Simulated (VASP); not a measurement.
# Ta2B2O (P4/mmm) in VASP: notebook, part 3 of 3

VASP 6.6.1. Earlier steps stand in the parts before.

## (4) Relaxation of cell and atoms, PBE

This run uses another cell than the first one, of 11.73 Å³/atom.

Contents of INCAR:

```
PREC = Accurate ; ENCUT = 600
EDIFF = 1E-6 ; ISMEAR = 0
SIGMA = 0.1 ; LREAL = F
LASPH = T ; NELM = 80
ALGO = Normal ; ISIF = 3
LWAVE = F ; LCHARG = F
GGA = PE ; IBRION = 2
NSW = 100 ; EDIFFG = -0.01
```

Contents of KPOINTS:

```
regular mesh
0
Gamma
  10 10 12
```

Contents of POSCAR:

```
Ta2B2O
1.0
    4.3551275544      0.0000000000      0.0000000000
    0.0000000000      4.3551275544      0.0000000000
    0.0000000000      0.0000000000      3.0915897778
Ta B O
2 2 1
Direct
    0.0000000000      0.5000000000      0.5000000000
    0.5000000000      0.0000000000      0.5000000000
    0.5000000000      0.5000000000      0.7501946807
    0.5000000000      0.5000000000      0.2498053193
    0.0000000000      0.0000000000      0.0000000000
```

Potentials or basis: VASP PAW PBE potentials, release 64 (Ta_pv, B, O).

The run is started by

```sh
cat potpaw_PBE.64/Ta_pv/POTCAR potpaw_PBE.64/B/POTCAR potpaw_PBE.64/O/POTCAR > POTCAR
mpirun -np 1 vasp_std > vasp.out
```

OUTCAR:

```text
PREC = Accurate
   ENCUT = 600
   EDIFF = 1E-6
   ISMEAR = 0
   LREAL = F
   LASPH = T
   NELM = 80
   ISIF = 3
   GGA = PE
   IBRION = 2
   NSW = 100
   EDIFFG = -0.01

 ion  position               nearest neighbor table
   1  0.000  0.500  0.500-   3 2.31   4 2.31   3 2.31   4 2.31   5 2.67   5 2.67   5 2.67   5 2.67
                             2 3.08   2 3.08   2 3.08   2 3.08
   2  0.500  0.000  0.500-   3 2.31   4 2.31   3 2.31   4 2.31   5 2.67   5 2.67   5 2.67   5 2.67
                             1 3.08   1 3.08   1 3.08   1 3.08
   3  0.500  0.500  0.750-   4 1.54   4 1.55   1 2.31   2 2.31   2 2.31   1 2.31
   4  0.500  0.500  0.250-   3 1.54   3 1.55   2 2.31   1 2.31   2 2.31   1 2.31
   5  0.000  0.000  0.000-   1 2.67   2 2.67   1 2.67   2 2.67   1 2.67   1 2.67   2 2.67   2 2.67

  LATTYP: Found a simple tetragonal cell.
 ALAT       =     4.3551275544
 C/A-ratio  =     0.7098735316

  Lattice vectors:

 A1 = (   4.3551275544,   0.0000000000,   0.0000000000)
 A2 = (   0.0000000000,   4.3551275544,   0.0000000000)
 A3 = (   0.0000000000,   0.0000000000,   3.0915897778)

Analysis of symmetry for initial positions (statically):
=====================================================================
 Subroutine PRICEL returns:
 Original cell was already a primitive cell.

 Routine SETGRP: Setting up the symmetry group for a
 simple tetragonal supercell.

 Subroutine GETGRP returns: Found 16 space group operations
 (whereof 16 operations were pure point group operations)
 out of a pool of 16 trial point group operations.

The static configuration has the point symmetry D_4h.

Analysis of symmetry for dynamics (positions and initial velocities):
=====================================================================
 Subroutine PRICEL returns:
 Original cell was already a primitive cell.

 Routine SETGRP: Setting up the symmetry group for a
 simple tetragonal supercell.

 Subroutine GETGRP returns: Found 16 space group operations
 (whereof 16 operations were pure point group operations)
 out of a pool of 16 trial point group operations.

The dynamic configuration has the point symmetry D_4h.

 Subroutine INISYM returns: Found 16 space group operations
 (whereof 16 operations are pure point group operations),
 and found     1 'primitive' translations

----------------------------------------------------------------------------------------

                                     Primitive cell

  volume of cell :      58.6386

  direct lattice vectors                    reciprocal lattice vectors
     4.355127554  0.000000000  0.000000000     0.229614400  0.000000000  0.000000000
     0.000000000  4.355127554  0.000000000     0.000000000  0.229614400  0.000000000
     0.000000000  0.000000000  3.091589778     0.000000000  0.000000000  0.323458179

  length of vectors
     4.355127554  4.355127554  3.091589778     0.229614400  0.229614400  0.323458179

  position of ions in fractional coordinates (direct lattice)
     0.000000000  0.500000000  0.500000000
     0.500000000  0.000000000  0.500000000
     0.500000000  0.500000000  0.750194681
     0.500000000  0.500000000  0.249805319
     0.000000000  0.000000000  0.000000000

  ion indices of the primitive-cell ions
   primitive index   ion index
                 1           1
[... 71 lines left out ...]
   LNONCOLLINEAR =      F non collinear calculations
   LSORBIT =      F    spin-orbit coupling
   LASPH  =      T    aspherical Exc in radial PAW
   ENCUT  =  600.0 eV  44.10 Ry    6.64 a.u.   8.70  8.70  6.17*2*pi/ulx,y,z
   NELM   =     80;   NELMIN=  2; NELMDL= -5     # of ELM steps
   EDIFF  = 0.1E-05   stopping-criterion for ELM
   LREAL  =      F    real-space projection
   EDIFFG = -.1E-01   stopping-criterion for IOM
   NSW    =    100    number of steps for IOM
   IBRION =      2    ionic relax: 0-MD 1-quasi-New 2-CG
   NFREE  =      1    steps in history (QN), initial steepest desc. (CG)
   ISIF   =      3    stress and relaxation
   ISYM   =      2    0-nonsym 1-usesym 2-fastsym
   POTIM  = 0.5000    time-step for ionic-motion
   TEBEG  =    0.0;   TEEND  =   0.0 temperature during run
   PSTRESS=    0.0 pullay stress
   NELECT =      34.0000    total number of electrons
   NUPDOWN=      -1.0000    fix difference up-down
   EMIN   =  10.00;   EMAX   =-10.00  energy-range for DOS
   EFERMI =   0.00;   METHOD = LEGACY
   ISMEAR =     0;   SIGMA  =   0.10  broadening in eV -4-tet -1-fermi 0-gaus
   EFERMI_NEDOS =   21; number of points for ismear=-14 and -15
   IALGO  =     38    algorithm
   IMIX   =      4    mixing-type and parameters
     AMIX     =   0.40;   BMIX     =  1.00
     AMIX_MAG =   1.60;   BMIX_MAG =  1.00
  volume/ion in A,a.u.               =      11.73        79.14
  Fermi-wavevector in a.u.,A,eV,Ry     =   1.365128  2.579717 25.355457  1.863573
  Thomas-Fermi vector in A             =   2.491383
   LORBIT       =      0    0 simple, 1 ext, 2 COOP (PROOUT), +10 PAW based schemes
   GGA     = PE    functional components
   LHFCALC =     F    Hartree Fock is set to
   AEXX    =    0.0000 exact exchange contribution
   IVDW    =     0    specifies the selected vdW correction
   LEPSILON=     F    determine dielectric tensor
   LRPA    =     F    only Hartree local field effects (RPA)
 conjugate gradient relaxation of ions
 non-spin polarized calculation
 Gauss-broadening in eV      SIGMA  =   0.10
  energy-cutoff  :      600.00
  volume of cell :       58.64
 maximum number of plane-waves:      1984
 NGX is ok and might be reduce to    36
   NGX = 17   NGY = 17   NGZ = 13

--------------------------------------- Ionic step        1  -------------------------------------------

 number of electron      33.9999999 magnetization

 Free energy of the ion-electron system (eV)
  ---------------------------------------------------
  ext. energy  EPLUGINS =         0.00000000
  ---------------------------------------------------
  free energy    TOTEN  =       -41.47311899 eV

  energy without entropy =      -41.44176018  energy(sigma->0) =      -41.45743959

------------------------ aborting loop because EDIFF is reached ----------------------------------------

  FORCE on cell =-STRESS in cart. coord.  units (eV):
  Direction    XX          YY          ZZ          XY          YZ          ZX
  --------------------------------------------------------------------------------------
  -------------------------------------------------------------------------------------
  Total       -0.3671903     -0.3671903      1.0975934      0.0000000      0.0000000      0.0000000
  in kB      -10.0327080    -10.0327080     29.9894460      0.0000000      0.0000000      0.0000000
  external PRESSURE =       3.3080100 kB  Pullay stress =       0.0000000 kB
[... 98 lines left out ...]
  FREE ENERGIE OF THE ION-ELECTRON SYSTEM (eV)
  ---------------------------------------------------
  free  energy   TOTEN  =       -41.4783956606 eV

  energy  without entropy=      -41.4465052442  energy(sigma->0) =      -41.46245045

[... ionic steps 4 to 8 ...]

--------------------------------------- Ionic step        9  -------------------------------------------

 number of electron      33.9999995 magnetization

------------------------ aborting loop because EDIFF is reached ----------------------------------------
[... 73 lines left out ...]
--------------------------------------- Ionic step       11  -------------------------------------------

 number of electron      33.9999995 magnetization

 Free energy of the ion-electron system (eV)
  ---------------------------------------------------
  ext. energy  EPLUGINS =         0.00000000
  ---------------------------------------------------
  free energy    TOTEN  =       -41.48899479 eV

  energy without entropy =      -41.45893856  energy(sigma->0) =      -41.47396668

 E-fermi :   6.1249     XC(G=0): -12.1976

 val. band max:        6.1235783348   @ k =   0.3000   0.0000   0.0833
 cond. band min:       6.1263787073   @ k =   0.2000   0.1000   0.0833
 fundamental gap:      0.0028003724
 Fermi energy:         6.1248841184

 k-point     1 :       0.0000    0.0000    0.0000
  band No.  band energies     occupation
      1     -29.0234      2.00000
      2     -29.0234      2.00000
      3     -28.6160      2.00000
      4     -28.5312      2.00000
      5     -28.5312      2.00000
      6     -28.5289      2.00000
[... 565 lines left out ...]
     20       6.4250      0.00002
     21       8.6333      0.00000

 [... further k-points ...]

------------------------ aborting loop because EDIFF is reached ----------------------------------------

  FORCE on cell =-STRESS in cart. coord.  units (eV):
  Direction    XX          YY          ZZ          XY          YZ          ZX
  --------------------------------------------------------------------------------------
  -------------------------------------------------------------------------------------
  Total       -0.0104053     -0.0104053     -0.0040153      0.0000000      0.0000000      0.0000000
  in kB       -0.2846384     -0.2846384     -0.1098376      0.0000000      0.0000000      0.0000000
  external PRESSURE =      -0.2263715 kB  Pullay stress =       0.0000000 kB
[... 20 lines left out ...]
  FREE ENERGIE OF THE ION-ELECTRON SYSTEM (eV)
  ---------------------------------------------------
  free  energy   TOTEN  =       -41.4889947897 eV

  energy  without entropy=      -41.4589385625  energy(sigma->0) =      -41.47396668

 reached required accuracy - stopping structural energy minimisation
```

It took 10 min on 1 thread of AMD EPYC 9R45 (Zen 5), shared host; peak memory 0.34 GiB.

Results:

```yaml
Free_energy: -41.4890 eV
Relaxed_volume: 11.71 Å³/atom
Relaxed_cell: a = 4.305 Å, b = 4.305 Å, c = 3.160 Å, α = 90.00°, β = 90.00°, γ = 90.00°
Space_group_after_relaxing_to_0.1_Å: P4/mmm (No. 123)
Energy_gained_by_relaxing: 3.2 meV/atom
Ionic_steps: 11
Pressure_after_relaxing: 0.0 GPa
Band_gap_on_the_k_mesh: zero (bands 17 and 18 overlap by 1.10 eV)
```

The path:
| step | energy change (eV) | largest force (eV/Å) | pressure (GPa) | volume (Å³) |
| --- | --- | --- | --- | --- |
| 1 | 0.0000 | 0.1590 | 0.33 | 58.64 |
| 2 | -0.0038 | 0.6962 | -0.29 | 58.84 |
| 3 | -0.0053 | 0.4055 | -0.07 | 58.77 |
| 4 | -0.0109 | 0.1981 | -0.60 | 58.84 |
| 5 | -0.0141 | 0.0306 | -1.18 | 58.93 |
| 6 | -0.0142 | 0.0676 | -1.25 | 58.94 |
| 7 | -0.0157 | 0.0023 | -0.13 | 58.59 |
| 8 | -0.0157 | 0.0088 | -0.24 | 58.63 |
| 9 | -0.0157 | 0.0097 | -0.25 | 58.64 |
| 10 | -0.0158 | 0.0038 | -0.13 | 58.60 |
| 11 | -0.0159 | 0.0014 | -0.02 | 58.57 |

Final structure:
```cif
data_structure
_symmetry_space_group_name_H-M 'P 1'
_symmetry_Int_Tables_number 1
_cell_length_a 4.3049
_cell_length_b 4.3049
_cell_length_c 3.1605
_cell_angle_alpha 90.000
_cell_angle_beta 90.000
_cell_angle_gamma 90.000
_cell_volume 58.57
loop_
_atom_site_label
_atom_site_type_symbol
_atom_site_fract_x
_atom_site_fract_y
_atom_site_fract_z
_atom_site_occupancy
Ta1 Ta 0.00000 0.50000 0.50000 1
Ta2 Ta 0.50000 0.00000 0.50000 1
B1 B 0.50000 0.50000 0.75202 1
B2 B 0.50000 0.50000 0.24798 1
O1 O 0.00000 0.00000 0.00000 1
```

Levels at points of the mesh, in eV from the Fermi level:
| k point | band 13 | band 14 | band 15 | band 16 | band 17 | band 18 | band 19 | band 20 | band 21 |
| --- | --- | --- | --- | --- | --- | --- | --- | --- | --- |
| (0.00, 0.00, 0.00) | -2.94 | -2.24 | -2.24 | -1.93 | -1.90 | -0.33 | -0.26 | -0.26 | 2.78 |
| (0.50, 0.00, 0.00) | -4.22 | -4.08 | -1.76 | -0.53 | -0.12 | -0.04 | 0.26 | 0.28 | 1.94 |
| (0.50, 0.50, 0.00) | -4.43 | -4.38 | -1.63 | -1.63 | -1.47 | 1.88 | 1.88 | 2.71 | 3.14 |
| (0.00, 0.00, 0.50) | -2.74 | -2.74 | -2.30 | 0.33 | 0.33 | 1.71 | 2.98 | 2.98 | 3.03 |
| (0.50, 0.00, 0.50) | -3.90 | -3.75 | -1.93 | -1.80 | -0.22 | 0.78 | 1.71 | 1.80 | 2.56 |
| (0.50, 0.50, 0.50) | -4.84 | -4.84 | -0.57 | -0.15 | -0.15 | 0.05 | 0.05 | 1.19 | 1.64 |

Caveat: spin-orbit coupling is left out, which moves the levels of the heavy elements.

## (5) Overview

| task | cell | k mesh | cutoff (eV) | gap on the mesh (eV) | pressure (GPa) | relaxed volume (Å³/atom) |
| --- | --- | --- | --- | --- | --- | --- |
| relaxation of cell and atoms | relaxed from a = 3.433, b = 3.433, c = 5.041 Å, 5 atoms, atomic positions A | 6 × 6 × 4 | 600 | none | 0.0 | 11.73 |
| single point | a = 4.302, b = 4.302, c = 3.161 Å, 5 atoms, atomic positions B | 10 × 10 × 12 | 520 | none | 0.2 | - |
| relaxation of cell and atoms | relaxed from a = 4.355, b = 4.355, c = 3.092 Å, 5 atoms, atomic positions B | 10 × 10 × 12 | 600 | none | 0.0 | 11.71 |

Alike in all rows: level PBE; potentials or basis VASP PAW PBE potentials, release 64 (Ta_pv, B, O); no spin polarisation; smearing gaussian 0.1 eV.

Caveats: spin-orbit coupling is left out, which moves the levels of the heavy elements; a cell axis changed by over 15 % at a fixed basis, so the end point is rough (at least some runs).

Total energies depend on the potentials used, so only differences within one code and one set of settings carry meaning.
